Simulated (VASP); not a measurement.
Write the native input for VASP 6.6.1 that does the following.

```
Task                   : single point
Functional             : PBEsol
Potentials or basis    : VASP PAW PBE potentials, release 64 (Hf_pv)
Cutoff                 : 520 eV
k mesh                 : 18 × 18 × 10
Occupations            : gaussian, width 0.15 eV
Spin                   : no spin polarisation
Dipole correction      : no
Further INCAR settings : ALGO = Fast; EDIFF = 1e-06; NBANDS = 17
```

The structure of Hf lies in POSCAR:

```
Hf
1.0
    3.1966985242      0.0000000000      0.0000000000
   -1.5983492621      2.7684221302      0.0000000000
    0.0000000000      0.0000000000      4.2991300000
Hf
2
Direct
    0.3333333333      0.6666666667      0.2500000000
    0.6666666667      0.3333333333      0.7500000000
```

This cell differs from its parent crystal: strain -0.1500 x Voigt [0, 0, 1, 0, 0, 0].

These files were run (other wordings do the same):

INCAR

```
PREC = Accurate ; ENCUT = 520
EDIFF = 1E-6 ; ISMEAR = 0
SIGMA = 0.15 ; LREAL = F
LASPH = T ; NELM = 80
ALGO = Fast ; ISIF = 2
LWAVE = F ; LCHARG = F
GGA = PS ; NBANDS = 17
```

KPOINTS

```
regular mesh
0
Gamma
  18 18 10
```

Potentials or basis: VASP PAW PBE potentials, release 64 (Hf_pv).

Run with:

```console
$ cat potpaw_PBE.64/Hf_pv/POTCAR > POTCAR
$ mpirun -np 1 vasp_std > vasp.out
```

It gave:

```json
{
  "Pressure": "19.3 GPa",
  "Band gap on the k mesh": "zero (band 10 reaches 6.94 eV, above the bottom of band 11 at 5.55 eV)"
}
```

Caveat: the cell differs from its parent crystal (strain -0.1500 x Voigt [0, 0, 1, 0, 0, 0]); the PAW data sets were made with another functional, which shifts forces and pressure a little; spin-orbit coupling is left out, which moves the levels of the heavy elements.

It took 2.1 min on 1 thread of Intel Xeon 6975P-C (shared host), peak memory 0.24 GiB.
